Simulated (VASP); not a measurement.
Input of a VASP 6.6.1 run:

The input INCAR:

```
ALGO     = Normal         # electronic algorithm
EDIFF    = 1E-8           # SCF threshold, eV
ENCUT    = 520            # plane-wave cutoff, eV
GGA      = PE             # functional
ISIF     = 2              # what is computed and relaxed
ISMEAR   = -1             # smearing method
LASPH    = True           # aspherical terms in the spheres
LCHARG   = False          # write CHGCAR
LEFG     = True         
LREAL    = False          # projectors in reciprocal space
LWAVE    = False          # write WAVECAR
NBANDS   = 15             # bands
NELM     = 80             # most SCF steps
PREC     = Accurate       # precision mode
SIGMA    = 0.03           # smearing width, eV
```

Contents of KPOINTS:

```
k-points
0
Gamma
  7 7 7
```

POSCAR

```
RbBr
1.0
    0.0000000000      3.4726038566      3.4726038566
    3.4726038566      0.0000000000      3.4726038566
    3.4726038566      3.4726038566      0.0000000000
Rb Br
1 1
Direct
    0.0000000000      0.0000000000      0.0000000000
    0.5000000000      0.5000000000      0.5000000000
```

Potentials or basis: VASP PAW PBE potentials, release 64 (Rb_sv, Br).

Run with:

```bash
$ cat potpaw_PBE.64/Rb_sv/POTCAR potpaw_PBE.64/Br/POTCAR > POTCAR
$ mpirun -np 1 vasp_std > vasp.out
```

(1) Estimate the pressure.

(2) Predict the band gap on the k mesh.

Results:

(1) 0.4 GPa.

(2) 4.26 eV, direct.

Caveat: without QUAD_EFG the Cq values of the log hold for a quadrupole moment of 1 mb, not for the nuclei.
